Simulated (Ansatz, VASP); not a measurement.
**One calculation of Ti, two programs**

The input INCAR:

```
SYSTEM = Ti
PREC = Accurate
ENCUT = 520
EDIFF = 1E-6
ISMEAR = 0
SIGMA = 0.15
LREAL = .FALSE.
LASPH = .TRUE.
NELM = 80
ALGO = Fast
ISIF = 2
LWAVE = .FALSE.
LCHARG = .TRUE.
GGA = PS
LELF = .TRUE.
LVHAR = .TRUE.
NBANDS = 19
```

KPOINTS

```
Automatic mesh
0
G
  12 12 8
  0 0 0
```

File POSCAR:

```
Ti
1.0
    0.0000000000     -2.0279211515     -2.0279211515
    0.0000000000      2.0279211515     -2.0279211515
    4.0558423031      0.0000000000      0.0000000000
Ti
2
Direct
    0.5207702176      0.3829567332      0.4817735885
   -0.0207702176      0.1170432668      0.0182264115
```

Input for Ansatz:

```yaml
crystal:
  lattice:
    - [0.0, -2.0279211515, -2.0279211515]
    - [0.0, 2.0279211515, -2.0279211515]
    - [4.0558423031, 0.0, 0.0]
  atoms:
    - { symbol: Ti, position: [0.5207702176, 0.3829567332, 0.4817735885] }
    - { symbol: Ti, position: [-0.0207702176, 0.1170432668, 0.0182264115] }
basis:
  ecutwfc: 420
kpoints:
  mp_grid: { grid: [12, 12, 8] }
hamiltonian:
  xc: pbesol
scf:
  occupations: { method: gaussian, width: 0.15 }
output:
  forces: true
  stress: true
  eigenvalues: true
```

Change from the starting cell: all atoms moved at random, sigma 0.25 Å a component.

Alike in both runs: task single point; functional PBEsol; k mesh 12 × 12 × 8; occupations gaussian, width 0.15 eV; no spin polarisation.

|  | VASP | Ansatz |
| --- | --- | --- |
| version | VASP 6.6.1 | Ansatz 0.2.0 |
| potentials or method | VASP PAW PBE potentials, release 64 (Ti_sv), cutoff 520 eV | scalar-relativistic, plane waves, PAW |
| valence electrons in the cell | 24 | 24 |

|  | VASP | Ansatz | Ansatz less VASP |
| --- | --- | --- | --- |
| gap on the k mesh at the Fermi level (eV) | none | none | - |
| pressure (GPa) | 2.5 | 3.0 | +0.47 |
| traceless stress, the component that is largest in VASP (GPa) | 10.55 | 10.49 | -0.060 |
| rms of the force components (eV/Å) | 1.045 | 1.041 | -0.0048 |

VASP's potentials were made for PBE, not for PBEsol. Atom by atom the forces differ by 0.010 eV/Å (rms over components). A gap of «none» marks a metal or a gap that the smearing closes.
